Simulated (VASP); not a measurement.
Crystal: Si3WC2.

```
Si W C
1.0
     6.24402    0.00000    0.00000
    -3.12201    5.40748    0.00000
     0.00000    0.00000    2.53624
Si W C
3 1 2
Cartesian
  3.1220 0.0000 0.0000
  -1.5610 2.7037 0.0000
  1.5610 2.7037 0.0000
  0.0000 0.0000 0.0000
  0.0000 3.6050 0.0000
  3.1220 1.8025 0.0000
```

The cell was generated, and may not be a known phase.

- Program: VASP 6.6.1
- Task: relaxation of cell and atoms
- Functional: PBE
- Potentials or basis: VASP PAW PBE potentials, release 64 (Si, W_sv, C)
- Cutoff: 600 eV
- k mesh: 6 × 6 × 14
- Occupations: gaussian, width 0.1 eV
- Spin: no spin polarisation

At the start: pressure -0.3 GPa; volume 14.27 Å³/atom.

Where does the relaxation end?

Over 5 steps the energy falls by 10.1 meV/atom and the volume is 14.19 Å³/atom (-0.6 %); space group P6/mmm (No. 191, to 0.1 Å) before and after.

Step by step:
| step | energy change (eV) | largest force (eV/Å) | pressure (GPa) | volume (Å³) |
| --- | --- | --- | --- | --- |
| 1 | 0.0000 | 0.0000 | -0.27 | 85.63 |
| 2 | -0.0540 | 0.0000 | -0.33 | 85.28 |
| 3 | -0.0603 | 0.0000 | -0.44 | 85.37 |
| 4 | -0.0604 | 0.0000 | 0.38 | 84.91 |
| 5 | -0.0607 | 0.0000 | 0.01 | 85.13 |

Final structure:
```yaml
crystal:
  lattice:
    - [6.29992, 0.00000, 0.00000]
    - [-3.14996, 5.45589, 0.00000]
    - [0.00000, 0.00000, 2.47661]
  atoms:
    - { symbol: Si, position: [0.50000, 0.00000, 0.00000] }
    - { symbol: Si, position: [0.00000, 0.50000, 0.00000] }
    - { symbol: Si, position: [0.50000, 0.50000, 0.00000] }
    - { symbol: W, position: [0.00000, 0.00000, 0.00000] }
    - { symbol: C, position: [0.33333, 0.66667, 0.00000] }
    - { symbol: C, position: [0.66667, 0.33333, 0.00000] }
```
